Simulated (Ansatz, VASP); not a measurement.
**Two plane-wave programs on K2PtO2**

```
K Pt O
1.0
     4.46914    0.00000    0.00000
    -2.23457    3.87039    0.00000
     0.00000    0.00000    6.11533
K Pt O
2 1 2
Cartesian
  0.0000 2.5803 4.6862
  2.2346 1.2901 1.4292
  0.0000 0.0000 0.0000
  0.0000 2.5803 3.5126
  2.2346 1.2901 2.6027
```

Alike in both runs: task single point; functional PBE; k mesh 6 × 6 × 4; occupations gaussian, width 0.1 eV; no spin polarisation.

|  | VASP | Ansatz |
| --- | --- | --- |
| version | VASP 6.6.1 | Ansatz 0.2.0 |
| potentials or method | VASP PAW PBE potentials, release 64 (K_sv, Pt, O), cutoff 520 eV | scalar-relativistic, plane waves, PAW |
| valence electrons in the cell | 40 | 48 |

Ansatz gave:

| Property | Result |
| --- | --- |
| gap on the k mesh at the Fermi level (eV) | none |
| rms of the force components (eV/Å) | 27.993 |

Problem. Which values does VASP return?

Solution. gap on the k mesh at the Fermi level (eV): none; rms of the force components (eV/Å): 35.926.

Atom by atom the forces differ by 7.934 eV/Å (rms over components). A gap of «none» marks a metal or a gap that the smearing closes. VASP's potentials hold 40 valence electrons a cell and Ansatz's 48, so a difference there can come from the potentials and not from the codes.

Neither program's run includes spin-orbit coupling.
